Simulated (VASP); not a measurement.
Dy3GaS2:

```
Dy Ga S
1.0
     4.72313    0.00000    0.00000
    -2.36157    4.09035    0.00000
     0.00000    0.00000    7.44105
Dy Ga S
3 1 2
Direct
  0.00000 0.00000 0.35387
  0.00000 0.00000 0.64613
  0.00000 0.00000 0.00000
  0.33333 0.66667 0.50000
  0.33333 0.66667 0.77589
  0.33333 0.66667 0.22411
```

The cell was generated, and may not be a known phase.

* Program: VASP 6.6.1
* Task: relaxation of cell and atoms
* Functional: PBE
* Potentials or basis: VASP PAW PBE potentials, release 64 (Dy_3, Ga_d, S), 4f in core
* Cutoff: 500 eV
* k mesh: 4 × 4 × 2
* Occupations: gaussian, width 0.2 eV
* Spin: no spin polarisation

At the start: pressure 16.7 GPa; volume 23.96 Å³/atom.

Problem. How do energy, volume and symmetry change on relaxing?

Solution. Over 18 steps the energy falls by 1825.8 meV/atom and the volume is 22.93 Å³/atom (-4.3 %); space group P-6m2 (No. 187, to 0.1 Å) before and after.

Step by step:
```tsv
step	energy change (eV)	largest force (eV/Å)	pressure (GPa)	volume (Å³)
1	0.0000	9.2049	16.74	143.76
2	-6.4971	1.3063	-6.83	191.35
3	-6.7140	2.5674	-3.16	170.66
4	-6.6556	1.8825	-5.54	182.93
5	-6.7549	2.3080	-4.56	176.87
6	-8.1033	1.5073	-3.53	159.99
7	-9.7666	2.7197	9.00	128.03
8	-10.2561	1.4191	5.59	129.24
9	-10.2561	1.3818	5.53	129.27
10	-10.4978	1.2535	1.95	134.48
11	-10.6045	1.0525	-3.23	144.52
12	-10.6159	1.0966	-2.15	142.09
13	-10.7150	1.0106	-1.62	140.87
14	-10.8802	0.5592	0.48	137.23
15	-10.8842	0.3998	1.10	136.36
16	-10.9459	0.0585	0.11	137.62
17	-10.9478	0.1560	-0.07	137.89
18	-10.9548	0.0613	-0.09	137.60
```

Final structure:
```
Dy Ga S
1.0
     3.74827    0.00000    0.00000
    -1.87413    3.24610    0.00000
     0.00000    0.00000   11.30902
Dy Ga S
3 1 2
Direct
  0.00000 0.00000 0.31915
  0.00000 0.00000 0.68085
  0.00000 0.00000 0.00000
  0.33333 0.66667 0.50000
  0.33333 0.66667 0.84466
  0.33333 0.66667 0.15534
```

Caveat: the k points lie up to 0.48 Å⁻¹ apart in the final cell, too coarse for converged energies and pressures of a metal; a cell axis changed by over 15 % at a fixed basis, so the end point is rough; the run has no spin polarisation, though such a crystal can be magnetic; the relaxation stopped at a loose force limit of 0.08 eV/Å, so its end isn't a converged minimum.
